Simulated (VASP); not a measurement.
# C (P6_3/mmc) in VASP: further runs, part 2 of 2

VASP 6.6.1.

### Step 5. Single point, r2SCAN

The input, POSCAR:

```
C
1.0
    2.4559134450      0.0000000000      0.0000000000
   -1.2279567225      2.1268834329      0.0000000000
    0.0000000000      0.0000000000      7.0106290262
C
4
Direct
    1.0000000000      1.0000000000      0.2500000000
    0.0000000000      0.0000000000      0.7500000000
    0.3333333333      0.6666666667      0.2500000000
    0.6666666667      0.3333333333      0.7500000000
```

The input, INCAR.step1:

```
ALGO = Normal
EDIFF = 1E-4
ENCUT = 520
GGA = PE
ISMEAR = 0
LASPH = T
LCHARG = F
LREAL = F
LWAVE = T
NBANDS = 16
NELM = 60
PREC = Accurate
SIGMA = 0.03
```

The input, INCAR.step2:

```
ALGO = Normal
EDIFF = 1E-6
ENCUT = 520
ISIF = 2
ISMEAR = 0
ISTART = 1
LASPH = T
LCHARG = T
LELF = T
LMIXTAU = T
LREAL = F
LVHAR = T
LWAVE = F
METAGGA = R2SCAN
NBANDS = 16
NELM = 60
PREC = Accurate
SIGMA = 0.03
```

The input, KPOINTS:

```
k-points
0
Gamma
  15 15 5
```

Started as:

```console
$ cat potpaw_PBE.64/C/POTCAR > POTCAR
$ cp INCAR.step1 INCAR
$ mpirun -np 1 vasp_std > vasp.out
$ cp INCAR.step2 INCAR
$ mpirun -np 1 vasp_std > vasp.out
```

Run time: 1.8 min. Hardware: 1 thread of Intel Xeon Platinum 8488C (Sapphire Rapids), shared host; peak memory 0.16 GiB.

Results (log left out):

- Free energy: -39.7489 eV
- Pressure: 0.7 GPa
- Band gap on the k mesh: zero (bands 8 and 9 overlap by 0.02 eV)

Stress tensor (GPa, compression positive):
```
 1.02  0.00  0.00
 0.00  1.02  0.00
 0.00  0.00 -0.02
```

Levels at points of the mesh, in eV from the Fermi level:
| k point | band 5 | band 6 | band 7 | band 8 | band 9 | band 10 | band 11 | band 12 |
| --- | --- | --- | --- | --- | --- | --- | --- | --- |
| (0.00, 0.00, 0.00) | -3.21 | -3.21 | -3.20 | -3.20 | 4.06 | 8.72 | 8.72 | 8.76 |

Caveat: the PAW data sets were made with another functional, which shifts forces and pressure a little.

### Step 6. Single point, r2SCAN

POSCAR is that of step 5.

The input, INCAR.step1:

```
SYSTEM = C
  PREC = Accurate
  ENCUT = 520
  ISMEAR = 0
  SIGMA = 0.1
  LREAL = .False.
  LASPH = .True.
  NELM = 60
  NBANDS = 16
  GGA = PE
  ALGO = Normal
  EDIFF = 1E-4
  LWAVE = .True.
  LCHARG = .False.
```

The input, INCAR.step2:

```
SYSTEM = C
  PREC = Accurate
  ENCUT = 520
  EDIFF = 1E-6
  ISMEAR = 0
  SIGMA = 0.1
  LREAL = .False.
  LASPH = .True.
  NELM = 60
  ALGO = Normal
  ISIF = 2
  LWAVE = .False.
  LCHARG = .True.
  METAGGA = R2SCAN
  LMIXTAU = .True.
  LELF = .True.
  LVHAR = .True.
  NBANDS = 16
  ISTART = 1
```

The input, KPOINTS:

```
regular mesh
0
Gamma
  15 15 5
  0 0 0
```

Potentials or basis: VASP PAW PBE potentials, release 64 (C).

Started as:

```console
$ cat potpaw_PBE.64/C/POTCAR > POTCAR
$ cp INCAR.step1 INCAR
$ mpirun -np 1 vasp_std > vasp.out
$ cp INCAR.step2 INCAR
$ mpirun -np 1 vasp_std > vasp.out
```

OUTCAR:

```text
SYSTEM = C
   PREC = Accurate
   ENCUT = 520
   EDIFF = 1E-6
   ISMEAR = 0
   LREAL = .False.
   LASPH = .True.
   NELM = 60
   ISIF = 2
   METAGGA = R2SCAN
   ISTART = 1

 ion  position               nearest neighbor table
   1  0.000  0.000  0.250-   3 1.42   3 1.42   3 1.42
   2  0.000  0.000  0.750-   4 1.42   4 1.42   4 1.42
   3  0.333  0.667  0.250-   1 1.42   1 1.42   1 1.42
   4  0.667  0.333  0.750-   2 1.42   2 1.42   2 1.42

  LATTYP: Found a hexagonal cell.
 ALAT       =     2.4559134450
 C/A-ratio  =     2.8545912481

  Lattice vectors:

 A1 = (   2.4559134450,   0.0000000000,   0.0000000000)
 A2 = (  -1.2279567225,   2.1268834329,   0.0000000000)
 A3 = (   0.0000000000,   0.0000000000,   7.0106290262)

Analysis of symmetry for initial positions (statically):
=====================================================================
 Subroutine PRICEL returns:
 Original cell was already a primitive cell.

 Routine SETGRP: Setting up the symmetry group for a
 hexagonal supercell.

 Subroutine GETGRP returns: Found 24 space group operations
 (whereof 12 operations were pure point group operations)
 out of a pool of 24 trial point group operations.

The static configuration has the point symmetry D_3d.
 The point group associated with its full space group is D_6h.

Analysis of symmetry for dynamics (positions and initial velocities):
=====================================================================
 Subroutine PRICEL returns:
 Original cell was already a primitive cell.

 Routine SETGRP: Setting up the symmetry group for a
 hexagonal supercell.

 Subroutine GETGRP returns: Found 24 space group operations
[... 122 lines left out ...]
   EFERMI =   0.00;   METHOD = LEGACY
   ISMEAR =     0;   SIGMA  =   0.10  broadening in eV -4-tet -1-fermi 0-gaus
   EFERMI_NEDOS =   21; number of points for ismear=-14 and -15
   IALGO  =     38    algorithm
   IMIX   =      4    mixing-type and parameters
     AMIX     =   0.40;   BMIX     =  1.00
     AMIX_MAG =   1.60;   BMIX_MAG =  1.00
  volume/ion in A,a.u.               =       9.15        61.78
  Fermi-wavevector in a.u.,A,eV,Ry     =   1.242254  2.347519 20.996428  1.543194
  Thomas-Fermi vector in A             =   2.376616
   LORBIT       =      0    0 simple, 1 ext, 2 COOP (PROOUT), +10 PAW based schemes
   METAGGA = R2SCAN    functional components
   LHFCALC =     F    Hartree Fock is set to
   AEXX    =    0.0000 exact exchange contribution
   IVDW    =     0    specifies the selected vdW correction
   LEPSILON=     F    determine dielectric tensor
   LRPA    =     F    only Hartree local field effects (RPA)
 non-spin polarized calculation
 Gauss-broadening in eV      SIGMA  =   0.10
  energy-cutoff  :      520.00
  volume of cell :       36.62
 maximum number of plane-waves:      1008
   NGX =  9   NGY =  9   NGZ = 27

 number of electron      15.9999995 magnetization

 Free energy of the ion-electron system (eV)
  ---------------------------------------------------
  ext. energy  EPLUGINS =         0.00000000
  ---------------------------------------------------
  free energy    TOTEN  =       -39.74963654 eV

  energy without entropy =      -39.74861423  energy(sigma->0) =      -39.74912539

 E-fermi :   4.3060     XC(G=0): -10.8307

 val. band max:        4.3025669064   @ k =   0.3333   0.3333   0.2000
 cond. band min:       4.3141642135   @ k =   0.3333   0.3333   0.4000
 fundamental gap:      0.0115973071
 Fermi energy:         4.3059949047

 k-point     1 :       0.0000    0.0000    0.0000
  band No.  band energies     occupation
      1     -16.6320      2.00000
      2     -16.4228      2.00000
      3      -4.5636      2.00000
      4      -2.9580      2.00000
      5       1.0983      2.00000
      6       1.0983      2.00000
[... 433 lines left out ...]
      3      -9.2222      2.00000
      4      -9.1762      2.00000
      5      -5.1193      2.00000
      6      -5.0498      2.00000
[... 8 lines left out ...]
     15      16.7330      0.00000
     16      16.8696      0.00000

 [... further k-points ...]

------------------------ aborting loop because EDIFF is reached ----------------------------------------

  FORCE on cell =-STRESS in cart. coord.  units (eV):
  Direction    XX          YY          ZZ          XY          YZ          ZX
  --------------------------------------------------------------------------------------
  -------------------------------------------------------------------------------------
  Total        0.2319656      0.2319656     -0.0030371     -0.0000000     -0.0000000      0.0000000
  in kB       10.1489347     10.1489347     -0.1328783     -0.0000000     -0.0000000      0.0000000
  external PRESSURE =       6.7216637 kB  Pullay stress =       0.0000000 kB

 VOLUME and BASIS-vectors are now :
 -----------------------------------------------------------------------------
  energy-cutoff  :      520.00
  volume of cell :       36.62
      direct lattice vectors                 reciprocal lattice vectors
     2.455913445  0.000000000  0.000000000     0.407180474  0.235085756  0.000000000
    -1.227956723  2.126883433  0.000000000     0.000000000  0.470171512  0.000000000
     0.000000000  0.000000000  7.010629026     0.000000000  0.000000000  0.142640553

 POSITION                                       TOTAL-FORCE (eV/Angst)
 -----------------------------------------------------------------------------------
      0.00000      0.00000      1.75266         0.000000      0.000000      0.000000
      0.00000      0.00000      5.25797        -0.000000     -0.000000      0.000000
     -0.00000      1.41792      1.75266         0.000000      0.000000     -0.000000
      1.22796      0.70896      5.25797        -0.000000     -0.000000     -0.000000
 -----------------------------------------------------------------------------------
    total drift:                                0.000000     -0.000000      0.000000

  FREE ENERGIE OF THE ION-ELECTRON SYSTEM (eV)
  ---------------------------------------------------
  free  energy   TOTEN  =       -39.7496365412 eV

  energy  without entropy=      -39.7486142338  energy(sigma->0) =      -39.74912539
```

OUTCAR.step1:

```text
SYSTEM = C
   PREC = Accurate
   ENCUT = 520
   ISMEAR = 0
   LREAL = .False.
   LASPH = .True.
[... 687 lines left out ...]
      0.00000      0.00000      5.25797         0.000000      0.000000      0.000000
     -0.00000      1.41792      1.75266         0.000000     -0.000000     -0.000000
      1.22796      0.70896      5.25797        -0.000000      0.000000     -0.000000
 -----------------------------------------------------------------------------------
    total drift:                                0.000000     -0.000000      0.000000

  FREE ENERGIE OF THE ION-ELECTRON SYSTEM (eV)
  ---------------------------------------------------
  free  energy   TOTEN  =       -36.8636292833 eV

  energy  without entropy=      -36.8625980778  energy(sigma->0) =      -36.86311368
```

It took 1.9 min on 1 thread of Intel Xeon Platinum 8488C (Sapphire Rapids), shared host; peak memory 0.16 GiB.

What came out:

* Free energy: -39.7496 eV
* Pressure: 0.7 GPa
* Band gap on the k mesh: zero (bands 8 and 9 overlap by 0.02 eV)

Caveat: the PAW data sets were made with another functional, which shifts forces and pressure a little.

### Step 7. Summary

```tsv
smearing	gap on the mesh (eV)	pressure (GPa)
fermi-dirac 0.6 eV	none	1.3
fermi-dirac 1 eV	none	3.3
gaussian 0.01 eV	none	0.7
gaussian 0.03 eV	none	0.7
gaussian 0.1 eV	none	0.7
```

Alike in all rows: task single point; level r2SCAN; potentials or basis VASP PAW PBE potentials, release 64 (C); no spin polarisation; cell as given; k mesh 15 × 15 × 5; cutoff (eV) 520.

Caveats: the PAW data sets were made with another functional, which shifts forces and pressure a little; so wide a smearing shifts energies and pressures (at least some runs); the stress differs along the axes, from -0 to 5 GPa (at least some runs).

Absolute energies hang on the potentials; compare differences alone.

The gap in the log of VASP goes by the Fermi energy; the results here count the filled bands.